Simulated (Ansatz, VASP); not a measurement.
**One calculation of S, two programs**

File INCAR:

```
SYSTEM = S
PREC     = Accurate       ! precision mode
ENCUT    = 520            ! plane-wave cutoff, eV
EDIFF    = 1E-6           ! SCF threshold, eV
ISMEAR   = 0              ! smearing method
SIGMA    = 0.15           ! smearing width, eV
LREAL    = .False.        ! projectors in reciprocal space
LASPH    = .True.         ! aspherical terms in the spheres
NELM     = 100            ! most SCF steps
ALGO     = Normal         ! electronic algorithm
ISIF     = 2              ! what is computed and relaxed
LWAVE    = .False.        ! write WAVECAR
LCHARG   = .False.        ! write CHGCAR
GGA      = PS             ! functional
NBANDS   = 9              ! bands
```

File KPOINTS:

```
regular mesh
0
Gamma
  20 20 20
  0 0 0
```

The input POSCAR:

```
S
1.0
    0.0000000000      1.9943503440      1.9345198337
    1.9943503440      0.0000000000      1.9345198337
    1.9943503440      1.9943503440      0.0000000000
S
1
Direct
    0.0000000000      0.0000000000      0.0000000000
```

Input for Ansatz:

```yaml
crystal:
  lattice:
    - [0.0, 1.994350344, 1.9345198337]
    - [1.994350344, 0.0, 1.9345198337]
    - [1.994350344, 1.994350344, 0.0]
  atoms:
    - { symbol: S, position: [0.0, 0.0, 0.0] }
basis:
  ecutwfc: 420
kpoints:
  mp_grid: { grid: [20, 20, 20] }
hamiltonian:
  xc: pbesol
scf:
  occupations: { method: gaussian, width: 0.15 }
output:
  forces: true
  stress: true
  eigenvalues: true
```

Change from the starting cell: strain -0.0300 x Voigt [0, 0, 1, 0, 0, 0], atoms carried along.

Alike in both runs: task single point; functional PBEsol; k mesh 20 × 20 × 20; occupations gaussian, width 0.15 eV; no spin polarisation.

```csv
,VASP,Ansatz
version,VASP 6.6.1,Ansatz 0.2.0
potentials or method,"VASP PAW PBE potentials, release 64 (S), cutoff 520 eV","scalar-relativistic, plane waves, PAW"
valence electrons in the cell,6,6
```

```csv
,VASP,Ansatz,Ansatz less VASP
gap on the k mesh at the Fermi level (eV),none,none,-
pressure (GPa),-2.7,-2.8,-0.04
"traceless stress, the component that is largest in VASP (GPa)",-1.71,-1.72,-0.008
```

VASP's potentials were made for PBE, not for PBEsol. A gap of «none» marks a metal or a gap that the smearing closes.
